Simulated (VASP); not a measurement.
# Ti2O: single point with r2SCAN

Ti2O:

```
Ti O
1.0
     2.82189    0.00000    0.00000
    -1.41095    2.44383    0.00000
     0.00000    0.00000    4.63419
Ti O
2 1
Direct
  0.66667 0.33333 0.27204
  0.33333 0.66667 0.72796
  0.00000 0.00000 0.00000
```

```yaml
Program: VASP 6.6.1
Task: single point
Functional: r2SCAN
Potentials_or_basis: VASP PAW PBE potentials, release 64 (Ti_sv, O)
Cutoff: 520 eV
k_mesh: 18 × 18 × 10
Occupations: gaussian, width 0.1 eV
Spin: no spin polarisation
```

```
Pressure               : 34.5 GPa
Largest force          : 0.086 eV/Å
Band gap on the k mesh : zero (bands 15 and 16 overlap by 1.07 eV)
```

Forces on the atoms (eV/Å):
```
Ti   0.000  0.000  0.086
Ti   0.000  0.000 -0.086
O    0.000  0.000  0.000
```

Levels at points of the mesh, in eV from the Fermi level:
| k point | band 11 | band 12 | band 13 | band 14 | band 15 | band 16 | band 17 | band 18 | band 19 | band 20 |
| --- | --- | --- | --- | --- | --- | --- | --- | --- | --- | --- |
| (0.00, 0.00, 0.00) | -6.85 | -6.85 | -3.99 | -0.46 | 0.23 | 0.63 | 0.63 | 1.26 | 1.26 | 1.58 |
| (0.50, 0.00, 0.00) | -8.01 | -7.39 | -3.24 | -1.64 | -0.57 | 1.30 | 2.18 | 3.51 | 3.57 | 3.72 |
| (0.00, 0.00, 0.50) | -6.94 | -6.94 | -2.24 | -2.00 | 0.20 | 0.20 | 1.42 | 2.32 | 2.32 | 2.74 |
| (0.50, 0.00, 0.50) | -8.02 | -7.28 | -1.92 | -1.63 | -0.68 | -0.57 | 1.16 | 3.48 | 3.64 | 3.72 |

It took 23 min on 1 thread of Oxide Virtual Turin-like Processor, on a shared host, peak memory 0.29 GiB.

Caveat: the cell stands under pressure; the PAW data sets were made with another functional, which shifts forces and pressure a little.
